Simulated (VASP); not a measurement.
Input of a VASP 6.6.1 run:

File INCAR:

```
SYSTEM = Hf2B2O
PREC = Accurate
ENCUT = 520
EDIFF = 1E-6
ISMEAR = 0
SIGMA = 0.1
LREAL = .FALSE.
LASPH = .TRUE.
NELM = 80
ALGO = Fast
ISIF = 2
LWAVE = .FALSE.
LCHARG = .FALSE.
GGA = PE
NBANDS = 24
```

Contents of KPOINTS:

```
regular mesh
0
G
  8 8 14
  0 0 0
```

POSCAR

```
Hf2B2O
1.0
    3.4611642048     -3.1718049087     -0.0054614551
    3.4611642048      3.1718049087     -0.0054614551
   -1.4865839612      0.0000000000      2.8611569397
Hf B O
2 2 1
Direct
    0.7701812502      0.2298187498      0.5000000000
    0.2298187498      0.7701812502      0.5000000000
    0.6335016946      0.6335016946      0.1337945797
    0.3664983054      0.3664983054      0.8662054203
    0.0000000000      0.0000000000      0.0000000000
```

Potentials or basis: VASP PAW PBE potentials, release 64 (Hf_pv, B, O).

Run with:

```sh
$ cat potpaw_PBE.64/Hf_pv/POTCAR potpaw_PBE.64/B/POTCAR potpaw_PBE.64/O/POTCAR > POTCAR
$ mpirun -np 1 vasp_std > vasp.out
```

Question: What does it give for the largest force?

Answer: 0.106 eV/Å.

Question: Estimate the pressure.

Answer: -1.1 GPa.

Stress tensor (GPa, compression positive):
```
-0.72  0.00  0.35
 0.00 -1.42  0.00
 0.35  0.00 -1.26
```
